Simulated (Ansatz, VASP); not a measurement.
Ag in VASP and in Ansatz

INCAR

```
PREC     = Accurate       # precision mode
ENCUT    = 520            # plane-wave cutoff, eV
EDIFF    = 1E-8           # SCF threshold, eV
ISMEAR   = -1             # smearing method
SIGMA    = 0.05           # smearing width, eV
LREAL    = F              # projectors in reciprocal space
LASPH    = T              # aspherical terms in the spheres
NELM     = 60             # most SCF steps
ALGO     = Normal         # electronic algorithm
ISIF     = 2              # what is computed and relaxed
LWAVE    = F              # write WAVECAR
LCHARG   = F              # write CHGCAR
LEFG     = T            
NBANDS   = 12             # bands
```

KPOINTS

```
Automatic mesh
0
Gamma
  15 15 15
```

The input POSCAR:

```
Ag
1.0
    0.0000000000      2.0293875063      2.0293875063
    2.0293875063      0.0000000000      2.0293875063
    2.0293875063      2.0293875063      0.0000000000
Ag
1
Direct
    0.0000000000      0.0000000000      0.0000000000
```

Input for Ansatz:

```yaml
crystal:
  lattice:
    - [0.0, 2.0293875063, 2.0293875063]
    - [2.0293875063, 0.0, 2.0293875063]
    - [2.0293875063, 2.0293875063, 0.0]
  atoms:
    - { symbol: Ag, position: [0.0, 0.0, 0.0] }
kpoints:
  mp_grid: { grid: [15, 15, 15] }
scf:
  occupations: { method: fermi_dirac, width: 0.05 }
hamiltonian:
  xc: lda
  pseudopotentials: { kind: all_electron, datasets: crystal }
output:
  forces: true
  stress: true
  eigenvalues: true
  efg: { contact_densities: true }
```

Change from the starting cell: volume scaled by 0.98, crystal datasets.

Alike in both runs: task electric field gradients; functional LDA; k mesh 15 × 15 × 15; occupations fermi-dirac, width 0.05 eV; no spin polarisation.

|  | VASP | Ansatz |
| --- | --- | --- |
| version | VASP 6.6.1 | Ansatz 0.2.0 |
| potentials or method | VASP PAW LDA potentials, release 64 (Ag), cutoff 520 eV | all-electron PAW with datasets made for the crystal, scalar-relativistic |

VASP gave:

| Property | Result |
| --- | --- |
| pressure (GPa) | -5.3 |

Task: What did Ansatz give for the same quantities?

Result: Pressure (GPa): -5.4.

LDA's correlation is that of Perdew and Zunger in VASP and of Perdew and Wang (1992) in Ansatz. Ansatz ran all-electron here, and VASP with PAW potentials.
